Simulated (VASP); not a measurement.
# YLu2F3 (P-4m2) in VASP: further runs

Runs on YLu2F3. Level: PBE. Tasks: relaxation of cell and atoms, single point.

All numbers are computed with VASP 6.6.1; they aren't measurements. Logs are shortened: lines on timing, memory, paths and dates and some standing lists are left out, and cuts for length are marked.

### Step 1. The cell of the first run

The structure is tetragonal, space group P-4m2 (No. 115). Conventional cell: a = 4.386 Å, b = 4.386 Å, c = 6.247 Å, α = 90.00°, β = 90.00°, γ = 90.00°. Y (site symmetry -4m2) has 4 Lu at 2.63 Å and 6 F at 3.10 to 3.12 Å within 3.5 Å. Lu (site symmetry 2mm) has 2 Y at 2.63 Å and 6 F at 2.63 to 2.76 Å within 3.5 Å. F (site symmetry -4m2) has 4 Lu at 2.76 Å and 6 F at 3.10 to 3.12 Å within 3.6 Å. F (site symmetry -4m2) has 4 Lu at 2.76 Å and 4 F at 3.10 Å and 2 Y at 3.12 Å within 3.6 Å. Within 3.5 Å of F (site symmetry -4m2) lie 4 Lu at 2.63 Å and 4 Y at 3.10 Å and 2 F at 3.12 Å.

The cell was generated, and may not be a known phase.

### Step 2. Relaxation of cell and atoms, PBE

INCAR reads:

```
PREC = Accurate
ENCUT = 600
EDIFF = 1E-6
ISMEAR = 0
SIGMA = 0.1
LREAL = F
LASPH = T
NELM = 80
ALGO = Normal
ISIF = 3
LWAVE = F
LCHARG = F
GGA = PE
IBRION = 2
NSW = 90
EDIFFG = -0.04
```

KPOINTS reads:

```
regular mesh
0
Gamma
  4 4 4
```

POSCAR reads:

```
YLu2F3
1.0
    4.3864670500      0.0000000000      0.0000000000
    0.0000000000      4.3864670500      0.0000000000
    0.0000000000      0.0000000000      6.2466555800
Y Lu F
1 2 3
Direct
    0.0000000000      0.0000000000      0.5000000000
    0.0000000000      0.5000000000      0.2679100000
    0.5000000000      0.0000000000      0.7320900000
    0.5000000000      0.5000000000      0.0000000000
    0.0000000000      0.0000000000      0.0000000000
    0.5000000000      0.5000000000      0.5000000000
```

Potentials or basis: VASP PAW PBE potentials, release 64 (Y_sv, Lu, F).

On the command line:

```console
> cat potpaw_PBE.64/Y_sv/POTCAR potpaw_PBE.64/Lu/POTCAR potpaw_PBE.64/F/POTCAR > POTCAR
> mpirun -np 1 vasp_std > vasp.out
```

OUTCAR:

```text
PREC = Accurate
   ENCUT = 600
   EDIFF = 1E-6
   ISMEAR = 0
   LREAL = F
   LASPH = T
   NELM = 80
   ISIF = 3
   GGA = PE
   IBRION = 2
   NSW = 90
   EDIFFG = -0.04

 ion  position               nearest neighbor table
   1  0.000  0.000  0.500-   2 2.63   3 2.63   2 2.63   3 2.63   6 3.10   6 3.10   6 3.10   6 3.10
                             5 3.12   5 3.12
   2  0.000  0.500  0.268-   1 2.63   6 2.63   1 2.63   6 2.63   5 2.76   5 2.76   4 2.76   4 2.76

   3  0.500  0.000  0.732-   1 2.63   6 2.63   6 2.63   1 2.63   4 2.76   5 2.76   4 2.76   5 2.76

   4  0.500  0.500  0.000-   2 2.76   3 2.76   3 2.76   2 2.76
   5  0.000  0.000  0.000-   2 2.76   3 2.76   2 2.76   3 2.76   1 3.12   1 3.12
   6  0.500  0.500  0.500-   2 2.63   3 2.63   3 2.63   2 2.63   1 3.10   1 3.10   1 3.10   1 3.10

  LATTYP: Found a simple tetragonal cell.
 ALAT       =     4.3864670500
 C/A-ratio  =     1.4240744337

  Lattice vectors:

 A1 = (   4.3864670500,   0.0000000000,   0.0000000000)
 A2 = (   0.0000000000,   4.3864670500,   0.0000000000)
 A3 = (   0.0000000000,   0.0000000000,   6.2466555800)

Analysis of symmetry for initial positions (statically):
=====================================================================
 Subroutine PRICEL returns:
 Original cell was already a primitive cell.

 Routine SETGRP: Setting up the symmetry group for a
 simple tetragonal supercell.

 Subroutine GETGRP returns: Found  8 space group operations
 (whereof  8 operations were pure point group operations)
 out of a pool of 16 trial point group operations.

The static configuration has the point symmetry D_2d.

Analysis of symmetry for dynamics (positions and initial velocities):
=====================================================================
 Subroutine PRICEL returns:
 Original cell was already a primitive cell.

 Routine SETGRP: Setting up the symmetry group for a
 simple tetragonal supercell.

 Subroutine GETGRP returns: Found  8 space group operations
 (whereof  8 operations were pure point group operations)
 out of a pool of 16 trial point group operations.

The dynamic configuration has the point symmetry D_2d.

 Subroutine INISYM returns: Found  8 space group operations
 (whereof  8 operations are pure point group operations),
 and found     1 'primitive' translations

----------------------------------------------------------------------------------------

                                     Primitive cell

[... 106 lines left out ...]
   ISMEAR =     0;   SIGMA  =   0.10  broadening in eV -4-tet -1-fermi 0-gaus
   EFERMI_NEDOS =   21; number of points for ismear=-14 and -15
   IALGO  =     38    algorithm
   IMIX   =      4    mixing-type and parameters
     AMIX     =   0.40;   BMIX     =  1.00
     AMIX_MAG =   1.60;   BMIX_MAG =  1.00
  volume/ion in A,a.u.               =      20.03       135.18
  Fermi-wavevector in a.u.,A,eV,Ry     =   1.441187  2.723449 28.259574  2.077020
  Thomas-Fermi vector in A             =   2.559847
   LORBIT       =      0    0 simple, 1 ext, 2 COOP (PROOUT), +10 PAW based schemes
   GGA     = PE    functional components
   LHFCALC =     F    Hartree Fock is set to
   AEXX    =    0.0000 exact exchange contribution
   IVDW    =     0    specifies the selected vdW correction
   LEPSILON=     F    determine dielectric tensor
   LRPA    =     F    only Hartree local field effects (RPA)
 conjugate gradient relaxation of ions
 non-spin polarized calculation
 Gauss-broadening in eV      SIGMA  =   0.10
  energy-cutoff  :      600.00
  volume of cell :      120.19
 maximum number of plane-waves:      4049
 NGX is ok and might be reduce to    36
   NGX = 17   NGY = 17   NGZ = 25

--------------------------------------- Ionic step        1  -------------------------------------------

 number of electron      81.9999988 magnetization

 Free energy of the ion-electron system (eV)
  ---------------------------------------------------
  ext. energy  EPLUGINS =         0.00000000
  ---------------------------------------------------
  free energy    TOTEN  =       -26.23565851 eV

  energy without entropy =      -26.19799185  energy(sigma->0) =      -26.21682518

------------------------ aborting loop because EDIFF is reached ----------------------------------------

  FORCE on cell =-STRESS in cart. coord.  units (eV):
  Direction    XX          YY          ZZ          XY          YZ          ZX
  --------------------------------------------------------------------------------------
  -------------------------------------------------------------------------------------
  Total        0.6490338      0.6490338     -1.3466044      0.0000000      0.0000000      0.0000000
  in kB        8.6516823      8.6516823    -17.9503657      0.0000000      0.0000000      0.0000000
  external PRESSURE =      -0.2156670 kB  Pullay stress =       0.0000000 kB
[... 101 lines left out ...]
  FREE ENERGIE OF THE ION-ELECTRON SYSTEM (eV)
  ---------------------------------------------------
  free  energy   TOTEN  =       -29.1211326618 eV

  energy  without entropy=      -29.0900453685  energy(sigma->0) =      -29.10558902

 E-fermi :   3.1123     XC(G=0): -10.0532

 val. band max:        3.0954702386   @ k =   0.5000   0.2500   0.5000
 cond. band min:       3.1324674350   @ k =   0.5000   0.2500   0.0000
 fundamental gap:      0.0369971964
 Fermi energy:         3.1123405021

 k-point     1 :       0.0000    0.0000    0.0000
  band No.  band energies     occupation
      1     -54.1387      2.00000
      2     -54.0923      2.00000
      3     -40.3281      2.00000
      4     -25.2005      2.00000
      5     -25.2005      2.00000
      6     -24.7604      2.00000
[... 925 lines left out ...]
     48       6.2937      0.00000
     49       6.5306      0.00000

[... ionic steps 4 to 7 ...]

--------------------------------------- Ionic step        8  -------------------------------------------

 number of electron      82.0000003 magnetization

------------------------ aborting loop because EDIFF is reached ----------------------------------------
[... 75 lines left out ...]
--------------------------------------- Ionic step       10  -------------------------------------------

 number of electron      82.0000010 magnetization

 Free energy of the ion-electron system (eV)
  ---------------------------------------------------
  ext. energy  EPLUGINS =         0.00000000
  ---------------------------------------------------
  free energy    TOTEN  =       -30.11027489 eV

  energy without entropy =      -30.08611053  energy(sigma->0) =      -30.09819271

 E-fermi :   2.9803     XC(G=0):  -9.9283

 val. band max:        2.9655381296   @ k =   0.2500   0.2500   0.2500
 cond. band min:       2.9991694734   @ k =   0.5000   0.5000   0.2500
 fundamental gap:      0.0336313438
 Fermi energy:         2.9802797286

 k-point     1 :       0.0000    0.0000    0.0000
  band No.  band energies     occupation
      1     -54.3188      2.00000
      2     -54.2750      2.00000
      3     -40.5703      2.00000
      4     -25.3588      2.00000
      5     -25.3588      2.00000
      6     -24.9373      2.00000
[... 958 lines left out ...]
  FREE ENERGIE OF THE ION-ELECTRON SYSTEM (eV)
  ---------------------------------------------------
  free  energy   TOTEN  =       -30.1102748856 eV

  energy  without entropy=      -30.0861105348  energy(sigma->0) =      -30.09819271

 reached required accuracy - stopping structural energy minimisation
```

OSZICAR:

```text
N       E                     dE             d eps       ncg     rms          rms(c)
DAV:   1     0.862606579336E+03    0.86261E+03   -0.36638E+04  2719   0.559E+03
DAV:   2     0.134630072193E+03   -0.72798E+03   -0.68769E+03  2236   0.927E+02
DAV:   3    -0.112212845572E+02   -0.14585E+03   -0.14111E+03  2074   0.230E+02
[... 124 lines left out ...]
DAV:   6    -0.301099919698E+02   -0.63941E-03   -0.14725E-03  2721   0.355E-01    0.147E-01
DAV:   7    -0.301102610892E+02   -0.26912E-03   -0.84021E-04  3156   0.278E-01    0.338E-02
DAV:   8    -0.301102766458E+02   -0.15557E-04   -0.25557E-04  2683   0.854E-02    0.195E-02
DAV:   9    -0.301102754868E+02    0.11590E-05   -0.14594E-05  2298   0.297E-02    0.825E-03
DAV:  10    -0.301102748856E+02    0.60117E-06   -0.26333E-06  1692   0.133E-02
  10 F= -.30110275E+02 E0= -.30098193E+02  d E =-.369599E-02
```

CONTCAR:

```text
YLu2F3
   1.00000000000000
     4.6428842748225350    0.0000000000000000    0.0000000000000000
     0.0000000000000000    4.6428842748225350    0.0000000000000000
    -0.0000000000000000    0.0000000000000000    5.6426689464329574
  Y               Lu              F
     1     2     3
Direct
     1.0000000000000000    0.0000000000000000    0.5000000000000000
     1.0000000000000000    0.5000000000000000    0.9978842198642133
     0.5000000000000000    0.0000000000000000    0.0021157801357868
     0.5000000000000000    0.5000000000000000    1.0000000000000000
     1.0000000000000000    0.0000000000000000    1.0000000000000000
     0.5000000000000000    0.5000000000000000    0.5000000000000000

  0.00000000E+00  0.00000000E+00  0.00000000E+00
  0.00000000E+00  0.00000000E+00  0.00000000E+00
  0.00000000E+00  0.00000000E+00  0.00000000E+00
  0.00000000E+00  0.00000000E+00  0.00000000E+00
  0.00000000E+00  0.00000000E+00  0.00000000E+00
  0.00000000E+00  0.00000000E+00  0.00000000E+00
```

Run time: 9.9 min. Hardware: 1 thread of Intel Xeon 6975P-C (Granite Rapids), shared host; peak memory 0.33 GiB.

What came out:

```yaml
Free_energy: -30.1103 eV
Relaxed_volume: 20.27 Å³/atom
Relaxed_cell: a = 4.643 Å, b = 4.643 Å, c = 5.643 Å, α = 90.00°, β = 90.00°, γ = 90.00°
Space_group_after_relaxing_to_0.1_Å: P4/mmm (No. 123)
Energy_gained_by_relaxing: 645.8 meV/atom
Ionic_steps: 10
Pressure_after_relaxing: 0.0 GPa
Largest_force_after_relaxing: 0.006 eV/Å
Band_gap_on_the_k_mesh: zero (bands 41 and 42 overlap by 1.16 eV)
```

Forces on the atoms (eV/Å):
```
Y    0.000  0.000  0.000
Lu   0.000  0.000  0.006
Lu   0.000  0.000 -0.006
F    0.000  0.000  0.000
F    0.000  0.000  0.000
F    0.000  0.000  0.000
```

The path:
| step | energy change (eV) | largest force (eV/Å) | pressure (GPa) | volume (Å³) |
| --- | --- | --- | --- | --- |
| 1 | 0.0000 | 3.2449 | -0.02 | 120.19 |
| 2 | -0.9329 | 2.7495 | 0.72 | 120.14 |
| 3 | -2.8855 | 1.9374 | 2.21 | 119.84 |
| 4 | -3.8615 | 0.0349 | 1.14 | 118.66 |
| 5 | -3.8627 | 0.0164 | 1.11 | 118.60 |
| 6 | -3.8624 | 0.0035 | 1.05 | 118.55 |
| 7 | -3.8517 | 0.0116 | -1.46 | 125.09 |
| 8 | -3.8709 | 0.0078 | -0.06 | 121.05 |
| 9 | -3.8709 | 0.0078 | 0.03 | 120.96 |
| 10 | -3.8746 | 0.0062 | 0.04 | 121.64 |

Final structure:
```cif
data_structure
_symmetry_space_group_name_H-M 'P 1'
_symmetry_Int_Tables_number 1
_cell_length_a 4.6429
_cell_length_b 4.6429
_cell_length_c 5.6427
_cell_angle_alpha 90.000
_cell_angle_beta 90.000
_cell_angle_gamma 90.000
_cell_volume 121.64
loop_
_atom_site_label
_atom_site_type_symbol
_atom_site_fract_x
_atom_site_fract_y
_atom_site_fract_z
_atom_site_occupancy
Y1 Y 0.00000 0.00000 0.50000 1
Lu1 Lu 0.00000 0.50000 0.99788 1
Lu2 Lu 0.50000 0.00000 0.00212 1
F1 F 0.50000 0.50000 0.00000 1
F2 F 0.00000 0.00000 0.00000 1
F3 F 0.50000 0.50000 0.50000 1
```

Levels at points of the mesh, in eV from the Fermi level:
| k point | band 37 | band 38 | band 39 | band 40 | band 41 | band 42 | band 43 | band 44 | band 45 | band 46 |
| --- | --- | --- | --- | --- | --- | --- | --- | --- | --- | --- |
| (0.00, 0.00, 0.00) | -3.69 | -3.41 | -3.28 | -1.32 | -0.76 | -0.76 | -0.47 | 0.66 | 2.09 | 2.62 |
| (0.50, 0.00, 0.00) | -3.79 | -3.43 | -1.24 | -0.77 | -0.20 | 0.32 | 1.19 | 1.27 | 1.34 | 1.48 |
| (0.50, 0.50, 0.00) | -3.98 | -3.38 | 0.11 | 0.11 | 0.40 | 0.40 | 0.40 | 0.83 | 1.21 | 1.69 |
| (0.00, 0.00, 0.50) | -3.75 | -3.75 | -1.30 | -1.25 | -1.08 | 0.33 | 0.33 | 0.51 | 1.39 | 1.39 |
| (0.50, 0.00, 0.50) | -3.84 | -3.76 | -0.60 | -0.17 | 0.08 | 0.74 | 0.83 | 1.10 | 1.28 | 1.51 |
| (0.50, 0.50, 0.50) | -3.90 | -3.59 | -0.83 | -0.83 | -0.14 | 0.46 | 2.20 | 2.26 | 2.26 | 2.34 |

Caveat: spin-orbit coupling is left out, which moves the levels of the heavy elements.

### Step 3. Relaxation of cell and atoms, PBE

This run uses another cell than the first one, of 19.65 Å³/atom.

INCAR reads:

```
SYSTEM = YLu2F3
PREC     = Accurate       ! precision mode
ENCUT    = 600            ! plane-wave cutoff, eV
EDIFF    = 1E-6           ! SCF threshold, eV
ISMEAR   = 0              ! smearing method
SIGMA    = 0.1            ! smearing width, eV
LREAL    = .FALSE.        ! projectors in reciprocal space
LASPH    = .TRUE.         ! aspherical terms in the spheres
NELM     = 80             ! most SCF steps
ALGO     = Normal         ! electronic algorithm
ISIF     = 3              ! what is computed and relaxed
LWAVE    = .FALSE.        ! write WAVECAR
LCHARG   = .FALSE.        ! write CHGCAR
GGA      = PE             ! functional
IBRION   = 2              ! ionic algorithm
NSW      = 90             ! ionic steps
EDIFFG   = -0.04          ! ionic threshold
```

KPOINTS reads:

```
Automatic mesh
0
G
  6 6 2
  0 0 0
```

POSCAR reads:

```
YLu2F3
1.0
    3.5153456256      0.0000000000      0.0000000000
    0.0000000000      3.5153456256      0.0000000000
    0.0000000000      0.0000000000      9.5394869712
Y Lu F
1 2 3
Direct
    0.0000000000      0.0000000000      0.5000000000
    0.0000000000      0.5000000000      0.1673916691
    0.5000000000      0.0000000000      0.8326083309
    0.5000000000      0.5000000000      0.0000000000
    0.0000000000      0.0000000000      0.0000000000
    0.5000000000      0.5000000000      0.5000000000
```

Potentials or basis: VASP PAW PBE potentials, release 64 (Y_sv, Lu, F).

On the command line:

```console
> cat potpaw_PBE.64/Y_sv/POTCAR potpaw_PBE.64/Lu/POTCAR potpaw_PBE.64/F/POTCAR > POTCAR
> mpirun -np 1 vasp_std > vasp.out
```

Wall time 2.5 min (1 thread of Intel Xeon 6975P-C (Granite Rapids), shared host); peak memory 0.33 GiB.

It converged, with:

```
Free energy                           : -33.9616 eV
Relaxed volume                        : 19.61 Å³/atom
Relaxed cell                          : a = 3.505 Å, b = 3.505 Å, c = 9.579 Å, α = 90.00°, β = 90.00°, γ = 90.00°
Space group after relaxing (to 0.1 Å) : P-4m2 (No. 115)
Energy gained by relaxing             : 0.5 meV/atom
Ionic steps                           : 2
Pressure after relaxing               : 0.0 GPa
Largest force after relaxing          : 0.005 eV/Å
Band gap on the k mesh                : zero (bands 41 and 42 overlap by 0.95 eV)
```

Forces in eV/Å, atoms in the order of the input:
```
Y    0.000  0.000  0.000
Lu   0.000  0.000 -0.005
Lu   0.000  0.000  0.005
F    0.000  0.000  0.000
F    0.000  0.000  0.000
F    0.000  0.000  0.000
```

Stress tensor (GPa, compression positive):
```
-0.20  0.00  0.00
 0.00 -0.20  0.00
 0.00  0.00  0.31
```

Step by step:
```csv
step,energy change (eV),largest force (eV/Å),pressure (GPa),volume (Å³)
1,0.0000,0.0512,-0.10,117.89
2,-0.0032,0.0051,-0.03,117.68
```

Final structure:
```
CELL_PARAMETERS angstrom
3.50498 0.00000 0.00000
0.00000 3.50498 0.00000
0.00000 0.00000 9.57941
ATOMIC_POSITIONS crystal
Y 0.00000 0.00000 0.50000
Lu 0.00000 0.50000 0.16765
Lu 0.50000 0.00000 0.83235
F 0.50000 0.50000 0.00000
F 0.00000 0.00000 0.00000
F 0.50000 0.50000 0.50000
```

Levels at points of the mesh, in eV from the Fermi level:
| k point | band 39 | band 40 | band 41 | band 42 | band 43 | band 44 |
| --- | --- | --- | --- | --- | --- | --- |
| (0.00, 0.00, 0.00) | -3.91 | -2.03 | -0.96 | -0.74 | 0.22 | 0.75 |
| (0.50, 0.00, 0.00) | -1.36 | -0.55 | -0.46 | -0.41 | 0.71 | 1.00 |
| (0.50, 0.50, 0.00) | -0.97 | -0.97 | -0.11 | 0.31 | 0.31 | 1.05 |
| (0.00, 0.00, 0.50) | -3.20 | -3.14 | -0.94 | -0.39 | 0.32 | 1.01 |
| (0.50, 0.00, 0.50) | -1.37 | -0.57 | -0.47 | -0.40 | 0.74 | 0.96 |
| (0.50, 0.50, 0.50) | -0.84 | -0.84 | -0.06 | 0.10 | 0.10 | 1.13 |

Caveat: spin-orbit coupling is left out, which moves the levels of the heavy elements.

[end of part 1 of 2]

The gap in the log of VASP goes by the Fermi energy; the results here count the filled bands.